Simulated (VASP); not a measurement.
Wanted: the native input for a VASP 6.6.1 run.

```yaml
Task: single point
Functional: LDA
Potentials_or_basis: VASP PAW LDA potentials, release 64 (C, O)
Cutoff: 520 eV
k_mesh: 6 × 6 × 6
Occupations: gaussian, width 0.01 eV
Spin: no spin polarisation
Dipole_correction: no
Further_INCAR_settings: ALGO = Normal; EDIFF = 1e-06; NBANDS = 25
```

The structure of CO2 lies in POSCAR:

```
CO2
1.0
    4.1925575246      0.0000000000      0.0000000000
    0.0000000000      4.1925575246      0.0000000000
    0.0000000000      0.0000000000      4.6051154204
C O
2 4
Direct
    0.5000000000      0.5000000000      0.5000000000
    0.0000000000      0.0000000000      0.0000000000
    0.3042678613      0.6957321387      0.5000000000
    0.6957321387      0.3042678613      0.5000000000
    0.1957321387      0.1957321387      0.0000000000
    0.8042678613      0.8042678613      0.0000000000
```

One way to write it, as run:

INCAR

```
SYSTEM = CO2
  PREC = Accurate
  ENCUT = 520
  EDIFF = 1E-6
  ISMEAR = 0
  SIGMA = 0.01
  LREAL = .FALSE.
  LASPH = .TRUE.
  NELM = 60
  ALGO = Normal
  ISIF = 2
  LWAVE = .FALSE.
  LCHARG = .FALSE.
  GGA = CA
  NBANDS = 25
```

KPOINTS

```
regular mesh
0
G
  6 6 6
  0 0 0
```

Potentials or basis: VASP PAW LDA potentials, release 64 (C, O).

The run is started by

```console
$ cat potpaw_LDA.64/C/POTCAR potpaw_LDA.64/O/POTCAR > POTCAR
$ mpirun -np 1 vasp_std > vasp.out
```

It gave:

- Pressure: 1.3 GPa
- Largest force: 0.860 eV/Å
- Band gap on the k mesh: 6.36 eV (least direct gap 6.87 eV)

It took 43 s on 1 thread of Intel(R) Xeon(R) Platinum 8375C CPU @ 2.90GHz (Ice Lake), with other jobs on the host, peak memory 0.19 GiB.
